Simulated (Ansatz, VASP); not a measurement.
## PbS: VASP beside Ansatz

Contents of INCAR:

```
ALGO     = Normal         # electronic algorithm
EDIFF    = 1E-7           # SCF threshold, eV
EDIFFG   = -0.001         # ionic threshold
ENCUT    = 600            # plane-wave cutoff, eV
GGA      = PS             # functional
IBRION   = 2              # ionic algorithm
ISIF     = 3              # what is computed and relaxed
ISMEAR   = 0              # smearing method
LASPH    = True           # aspherical terms in the spheres
LCHARG   = False          # write CHGCAR
LREAL    = False          # projectors in reciprocal space
LWAVE    = False          # write WAVECAR
NELM     = 80             # most SCF steps
NSW      = 80             # ionic steps
PREC     = Accurate       # precision mode
SIGMA    = 0.01           # smearing width, eV
```

The input KPOINTS:

```
k-points
0
Gamma
  10 10 10
```

Contents of POSCAR:

```
PbS
1.0
    0.0000000000      2.9517542506      2.9517542506
    2.9517542506      0.0000000000      2.9517542506
    2.9517542506      2.9517542506      0.0000000000
Pb S
1 1
Direct
    0.0000000000      0.0000000000      0.0000000000
    0.5000000000      0.5000000000      0.5000000000
```

Input for Ansatz:

```yaml
crystal:
  lattice:
    - [0.0, 2.9517542506, 2.9517542506]
    - [2.9517542506, 0.0, 2.9517542506]
    - [2.9517542506, 2.9517542506, 0.0]
  atoms:
    - { symbol: Pb, position: [0.0, 0.0, 0.0] }
    - { symbol: S, position: [0.5, 0.5, 0.5] }
basis:
  ecutwfc: 420
kpoints:
  mp_grid: { grid: [10, 10, 10] }
hamiltonian:
  xc: pbesol
scf:
  occupations: { method: gaussian, width: 0.01 }
output:
  forces: true
  stress: true
  eigenvalues: true
relax:
  adjacent_minimum: "off"
  f_tol: 0.001
  max_steps: 60
  cell: { stress_tol: 0.01 }
```

Alike in both runs: task relaxation of cell and atoms; functional PBEsol; k mesh 10 × 10 × 10; occupations gaussian, width 0.01 eV; no spin polarisation.

|  | VASP | Ansatz |
| --- | --- | --- |
| version | VASP 6.6.1 | Ansatz 0.2.0 |
| potentials or method | VASP PAW PBE potentials, release 64 (Pb_d, S), cutoff 600 eV | scalar-relativistic, plane waves, PAW |
| valence electrons in the cell | 20 | 20 |

VASP gave:

```
gap on the k mesh at the Fermi level, each at its own relaxed structure (eV) : 0.20
relaxed volume (Å³/atom)                                                     : 25.72
relaxed length of the cell vector where the two differ most in proportion (Å)              : 4.174
```

**Question.** Estimate Ansatz's values.

**Answer.** gap on the k mesh at the Fermi level, each at its own relaxed structure (eV): 0.19; relaxed volume (Å³/atom): 25.71; relaxed length of the cell vector where the two differ most in proportion (Å): 4.174.

VASP's potentials were made for PBE, not for PBEsol.

Spin-orbit coupling is off throughout. Noted on VASP's run: the relaxation stopped at its first step, so nothing moved.
